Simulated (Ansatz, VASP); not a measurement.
## Bi in VASP and in Ansatz

Contents of INCAR:

```
SYSTEM = Bi
PREC = Accurate ; ENCUT = 500
EDIFF = 1E-6 ; ISMEAR = 1
SIGMA = 0.05 ; LREAL = .FALSE.
LASPH = .TRUE. ; NELM = 120
ALGO = Normal ; ISIF = 2
LWAVE = .FALSE. ; LCHARG = .FALSE.
GGA = PS ; NBANDS = 38
GGA_COMPAT = .FALSE.
```

The input KPOINTS:

```
Automatic mesh
0
G
  7 7 7
  0 0 0
```

File POSCAR:

```
Bi
1.0
   -4.4497480000      4.4497480000      2.0656320000
    4.4497480000     -4.4497480000      2.0656320000
    4.4497480000      4.4497480000     -2.0656320000
Bi
4
Direct
    0.3543445000      0.8543445000      0.2086890000
    0.8543445000      0.6456555000      0.5000000000
    0.6456555000      0.1456555000      0.7913110000
    0.1456555000      0.3543445000      0.5000000000
```

Input for Ansatz:

```yaml
crystal:
  lattice:
    a: 8.899496
    b: 8.899496
    c: 4.131264
    alpha: 90.0
    beta: 90.0
    gamma: 90.0
  space_group: 140
  setting:
    hermann_mauguin: I4/mcm
  atoms:
    - { symbol: Bi, position: [0.8543445, 0.3543445, 0.0] }
  reduce_to_primitive: true
kpoints:
  mp_grid:
    grid: [7, 7, 7]
    shift: [0.0, 0.0, 0.0]
hamiltonian:
  xc: pbesol
  pseudopotentials:
    kind: paw
scf:
  convergence:
    dr2_threshold: 1.0e-09
  occupations:
    method: cold
    width: 0.05
output:
  forces: true
  stress: true
  eigenvalues: true
```

Alike in both runs: task single point; functional PBEsol; k mesh 7 × 7 × 7; no spin polarisation.

|  | VASP | Ansatz |
| --- | --- | --- |
| version | VASP 6.6.1 | Ansatz 0.2.0 |
| potentials or method | VASP PAW PBE potentials, release 64 (Bi_d) | plane waves, PAW |
| plane-wave cutoff (eV) | 500 | 420 |
| occupations | methfessel-paxton of order 1, width 0.05 eV | cold, width 0.05 eV |
| valence electrons in the cell | 60 | 60 |

Ansatz gave:

```
gap on the k mesh at the Fermi level (eV)                     : none
pressure (GPa)                                                : -1.8
traceless stress, the component that is largest in VASP (GPa) : -0.10
rms of the force components (eV/Å)                            : 0.072
```

**Question.** Which values does VASP return?

**Answer.** gap on the k mesh at the Fermi level (eV): none; pressure (GPa): -1.8; traceless stress, the component that is largest in VASP (GPa): -0.09; rms of the force components (eV/Å): 0.072.

VASP's potentials were made for PBE, not for PBEsol. Atom by atom the forces differ by 0.000 eV/Å (rms over components). A gap of «none» marks a metal or a gap that the smearing closes. Ansatz's warnings: stress scf threshold loose.

Neither program's run includes spin-orbit coupling.
